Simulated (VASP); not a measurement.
Set up this calculation in VASP 6.6.1, as the native input.

```yaml
Task: single point
Functional: PBE
Potentials_or_basis: VASP PAW PBE potentials, release 64 (Ni, Si)
Cutoff: 520 eV
k_mesh: 9 × 9 × 9
Occupations: fermi-dirac, width 0.05 eV
Spin: collinear spin, ferromagnetic start
Starting_moments: "[1.0, 0.0, 0.0] μB"
Hubbard_terms: Ni d U = 5.0 eV
Dipole_correction: no
Further_INCAR_settings: ALGO = Normal; EDIFF = 1e-06; NBANDS = 20
```

The structure of Si2Ni lies in POSCAR:

```
Si2Ni
1.0
    0.0000000000      2.7237290996      2.7237290996
    2.7237290996      0.0000000000      2.7237290996
    2.7237290996      2.7237290996      0.0000000000
Ni Si
1 2
Direct
    0.0000000000      0.0000000000      0.0000000000
    0.7500000000      0.7500000000      0.7500000000
    0.2500000000      0.2500000000      0.2500000000
```

These files were run (other wordings do the same):

INCAR

```
SYSTEM = Si2Ni
PREC = Accurate
ENCUT = 520
EDIFF = 1E-6
ISMEAR = -1
SIGMA = 0.05
LREAL = .FALSE.
LASPH = .TRUE.
NELM = 150
ALGO = Normal
ISIF = 2
LWAVE = .FALSE.
LCHARG = .FALSE.
ISPIN = 2
MAGMOM = 1 0 0
LORBIT = 11
LMAXMIX = 4
LDAU = .TRUE.
LDAUTYPE = 2
LDAUL = 2 -1
LDAUU = 5 0
LDAUJ = 0 0
LDAUPRINT = 1
GGA = PE
NBANDS = 20
```

KPOINTS

```
regular mesh
0
G
  9 9 9
  0 0 0
```

Potentials or basis: VASP PAW PBE potentials, release 64 (Ni, Si).

Launch:

```console
$ cat potpaw_PBE.64/Ni/POTCAR potpaw_PBE.64/Si/POTCAR > POTCAR
$ mpirun -np 1 vasp_std > vasp.out
```

It gave:

The pressure is -4.3 GPa, the band gap on the k mesh is zero (filled and empty bands overlap) and the net moment is 0.00 μB per cell. The valence electrons inside the program's atomic spheres are Ni 9.95; Si 1.57.

Caveat: the U is typed as a test and isn't derived for this compound.

Wall time 36 s on 1 thread of Intel(R) Xeon(R) 6975P-C (Granite Rapids), with other jobs on the host, peak memory 0.2 GiB.
